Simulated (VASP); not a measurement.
A run of VASP 6.6.1:

INCAR

```
PREC     = Accurate       # precision mode
ENCUT    = 500            # plane-wave cutoff, eV
EDIFF    = 1E-8           # SCF threshold, eV
ISMEAR   = -1             # smearing method
SIGMA    = 0.15           # smearing width, eV
LREAL    = False          # projectors in reciprocal space
LASPH    = True           # aspherical terms in the spheres
NELM     = 120            # most SCF steps
ALGO     = Normal         # electronic algorithm
ISIF     = 2              # what is computed and relaxed
LWAVE    = False          # write WAVECAR
LCHARG   = False          # write CHGCAR
IBRION   = 8              # ionic algorithm
NSW      = 1              # ionic steps
GGA_COMPAT= False        
KPAR     = 4
```

Contents of KPOINTS:

```
regular mesh
0
Gamma
  12 12 4
```

POSCAR

```
Hf2S
1.0
    3.3128261875      0.0000000000      0.0000000000
   -1.6564130938      2.8689916366      0.0000000000
    0.0000000000      0.0000000000     11.6063249086
Hf S
4 2
Direct
    0.6666666667      0.3333333333      0.8988305120
    0.3333333333      0.6666666667      0.3988305120
    0.6666666667      0.3333333333      0.6011694880
    0.3333333333      0.6666666667      0.1011694880
    0.0000000000      0.0000000000      0.7500000000
    0.0000000000      0.0000000000      0.2500000000
```

Potentials or basis: VASP PAW LDA potentials, release 64 (Hf_pv, S).

Command:

```console
$ cat potpaw_LDA.64/Hf_pv/POTCAR potpaw_LDA.64/S/POTCAR > POTCAR
$ mpirun -np 4 vasp_std > vasp.out
```

Hardware: 4 MPI ranks on Intel(R) Xeon(R) Platinum 8488C (Sapphire Rapids), on a shared host.

Q: How long does it take, and how much memory?

A: Wall time 41 min on 4 MPI ranks on Intel(R) Xeon(R) Platinum 8488C (Sapphire Rapids), with other jobs on the host, peak memory 1.6 GiB a rank. Counts: scf iterations 189, k points 57.
